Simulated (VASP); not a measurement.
Ga:

```
Ga
1.0
    -1.40262    1.40262    2.34164
     1.40262   -1.40262    2.34164
     1.40262    1.40262   -2.34164
Ga
1
Cartesian
  0.0000 0.0000 0.0000
```

Base run:

| Item | Value |
| --- | --- |
| Program | VASP 6.6.1 |
| Functional | r2SCAN |
| Potentials or basis | VASP PAW PBE potentials, release 64 (Ga_d) |
| Cutoff | 520 eV |
| k mesh | 13 × 13 × 13 |
| Occupations | fermi-dirac, width 0.05 eV |
| Spin | no spin polarisation |

Its results: pressure -2.0 GPa.

Problem. The run is repeated on the same cell with these changes: functional from r2SCAN to PBEsol. What comes out?

Solution. Pressure -2.4 GPa.

Caveats: the PAW data sets were made with another functional, which shifts forces and pressure a little.
